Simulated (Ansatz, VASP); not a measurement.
**Two plane-wave programs on B**

```
B
1.0
    -2.52141    2.52141    2.26584
     2.52141   -2.52141    2.26584
     2.52141    2.52141   -2.26584
B
8
Cartesian
  -1.0341 2.2046 1.4422
  1.0341 2.8382 1.4422
  2.2046 -1.0341 1.4422
  0.3168 1.4873 0.8236
  -0.3168 3.5555 0.8236
  2.8382 1.0341 1.4422
  1.4873 0.3168 0.8236
  3.5555 -0.3168 0.8236
```

Alike in both runs: task relaxation of cell and atoms; functional PBE; k mesh 6 × 6 × 6; occupations gaussian, width 0.1 eV; no spin polarisation.

```csv
,VASP,Ansatz
version,VASP 6.6.1,Ansatz 0.2.0
potentials or method,"VASP PAW PBE potentials, release 64 (B), cutoff 600 eV","scalar-relativistic, plane waves, PAW"
valence electrons in the cell,24,24
```

|  | VASP | Ansatz | Ansatz less VASP |
| --- | --- | --- | --- |
| gap on the k mesh at the Fermi level, each at its own relaxed structure (eV) | none | none | - |
| relaxed volume (Å³/atom) | 7.64 | 7.65 | +0.012 |
| relaxed cell length with the largest relative difference (Å) | 4.439 | 4.441 | +0.0022 |

A gap of «none» marks a metal or a gap that the smearing closes.
